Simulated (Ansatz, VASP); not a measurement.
## Na in VASP and in Ansatz

The input INCAR:

```
ALGO = Normal
EDIFF = 1E-6
ENCUT = 520
ISIF = 2
ISMEAR = -1
LASPH = T
LCHARG = T
LELF = T
LREAL = F
LVHAR = T
LWAVE = F
NBANDS = 18
NELM = 60
PREC = Accurate
SIGMA = 0.1
```

The input KPOINTS:

```
k-points
0
Gamma
  7 7 10
```

Contents of POSCAR:

```
Na
1.0
    5.5729664719      0.0000000000      0.0000000000
   -2.7864832359      4.8263305391      0.0000000000
    0.0000000000      0.0000000000      3.2953842638
Na
3
Direct
    1.0000000000      1.0000000000      0.0000000000
    0.3333333333      0.6666666667      0.5000000000
    0.6666666667      0.3333333333      0.5000000000
```

Input for Ansatz:

```yaml
crystal:
  lattice:
    - [5.5729664719, 0.0, 0.0]
    - [-2.7864832359, 4.8263305391, 0.0]
    - [0.0, 0.0, 3.2953842638]
  atoms:
    - { symbol: Na, position: [1.0, 1.0, 0.0] }
    - { symbol: Na, position: [0.3333333333, 0.6666666667, 0.5] }
    - { symbol: Na, position: [0.6666666667, 0.3333333333, 0.5] }
hamiltonian:
  xc: lda
  pseudopotentials:
    kind: paw
    azcp:
      Na: "pseudopotentials/Na.paw.azcp"
basis:
  ecutwfc: 420
  fft_grid_basis: typed
kpoints:
  mp_grid: { grid: [7, 7, 10], shift: [0, 0, 0] }
magnetization:
  spin_polarized: false
scf:
  occupations: { method: fermi_dirac, width: 0.1 }
  lower_state_search: "off"
output:
  stress: true
  write_density: true
  write_potential: true
  elf: true
  volumetric_format: npy
```

Alike in both runs: task single point; functional LDA; k mesh 7 × 7 × 10; occupations fermi-dirac, width 0.1 eV; no spin polarisation.

```csv
,VASP,Ansatz
version,VASP 6.6.1,Ansatz 0.2.0
potentials or method,"VASP PAW LDA potentials, release 64 (Na_pv), cutoff 520 eV","plane waves (420 eV) with PAW, scalar-relativistic"
valence electrons in the cell,21,27
```

```csv
,VASP,Ansatz,Ansatz less VASP
pressure (GPa),1.5,1.5,-0.02
"traceless stress, the component that is largest in VASP (GPa)",0.13,0.12,-0.002
```

Ansatz warns that its potentials were made for another functional, while VASP's fit it. LDA's correlation is that of Perdew and Zunger in VASP and of Perdew and Wang (1992) in Ansatz. VASP's potentials hold 21 valence electrons a cell and Ansatz's 27, so a difference there can come from the potentials and not from the codes.
